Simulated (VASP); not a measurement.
Here is a VASP 6.6.1 calculation.

Contents of INCAR:

```
ALGO = Normal
EDIFF = 1E-7
ENCUT = 520
GGA = PE
ISIF = 2
ISMEAR = 0
LASPH = True
LCHARG = False
LREAL = False
LWAVE = False
NBANDS = 17
NELM = 80
PREC = Accurate
SIGMA = 0.03
```

Contents of KPOINTS:

```
k-points
0
Gamma
  10 10 10
```

Contents of POSCAR:

```
PbSe
1.0
    0.0000000000      3.0621500000      3.0621500000
    3.0621500000      0.0000000000      3.0621500000
    3.0621500000      3.0621500000      0.0000000000
Pb Se
1 1
Direct
    0.0000000000      0.0000000000      0.0000000000
    0.4571379586      0.5428620414      0.5428620414
```

Potentials or basis: VASP PAW PBE potentials, release 64 (Pb_d, Se).

Launch:

```bash
$ cat potpaw_PBE.64/Pb_d/POTCAR potpaw_PBE.64/Se/POTCAR > POTCAR
$ mpirun -np 1 vasp_std > vasp.out
```

Problem. Estimate the band gap on the k mesh.

Solution. 0.85 eV.

Problem. Predict the pressure.

Solution. 3.4 GPa.

Problem. Estimate the largest force.

Solution. 0.416 eV/Å.

Forces on the atoms (eV/Å):
```
Pb   0.416  0.000  0.000
Se  -0.416  0.000  0.000
```

Caveat: the cell differs from its parent crystal (all Se atoms moved +0.263 Å, as atom 2 along Cartesian [1 0 0]); the cell stands under pressure; spin-orbit coupling is left out, which moves the levels of the heavy elements. A k mesh can miss the band edges.
